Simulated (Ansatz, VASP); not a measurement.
One calculation of AlCo, two programs

Contents of INCAR:

```
SYSTEM = AlCo
PREC = Accurate
ENCUT = 520
EDIFF = 1E-7
ISMEAR = 0
SIGMA = 0.15
LREAL = .False.
LASPH = .True.
NELM = 60
ALGO = Fast
ISIF = 2
LWAVE = .False.
LCHARG = .True.
GGA = PE
LELF = .True.
LVHAR = .True.
NBANDS = 13
```

Contents of KPOINTS:

```
regular mesh
0
Gamma
  22 22 22
  0 0 0
```

POSCAR

```
AlCo
1.0
    2.8519023960      0.0000000000      0.0000000000
    0.0000000000      2.8519023960      0.0000000000
    0.0000000000      0.0000000000      2.9944975158
Al Co
1 1
Direct
    0.0000000000      0.0000000000      0.0000000000
    0.5000000000      0.5000000000      0.5000000000
```

Input for Ansatz:

```yaml
crystal:
  lattice:
    - [2.851902396, 0.0, 0.0]
    - [0.0, 2.851902396, 0.0]
    - [0.0, 0.0, 2.9944975158]
  atoms:
    - { symbol: Al, position: [0.0, 0.0, 0.0] }
    - { symbol: Co, position: [0.5, 0.5, 0.5] }
basis:
  ecutwfc: 420
kpoints:
  mp_grid: { grid: [22, 22, 22] }
hamiltonian:
  xc: pbe
scf:
  occupations: { method: gaussian, width: 0.15 }
output:
  forces: true
  stress: true
  eigenvalues: true
```

Change from the starting cell: strain +0.000 along x and y, +0.050 along z, atoms carried along.

Alike in both runs: task single point; functional PBE; k mesh 22 × 22 × 22; occupations gaussian, width 0.15 eV; no spin polarisation.

|  | VASP | Ansatz |
| --- | --- | --- |
| version | VASP 6.6.1 | Ansatz 0.2.0 |
| potentials or method | VASP PAW PBE potentials, release 64 (Al, Co), cutoff 520 eV | scalar-relativistic, plane waves, PAW |
| valence electrons in the cell | 12 | 20 |

```csv
,VASP,Ansatz,Ansatz less VASP
gap on the k mesh at the Fermi level (eV),none,none,-
pressure (GPa),-7.7,-7.6,+0.08
"traceless stress, the component that is largest in VASP (GPa)",-3.31,-3.32,-0.007
```

A gap of «none» marks a metal or a gap that the smearing closes. With one functional, cell and mesh, what is left measures potentials, basis and numerics. VASP's potentials hold 12 valence electrons a cell and Ansatz's 20, so a difference there can come from the potentials and not from the codes.
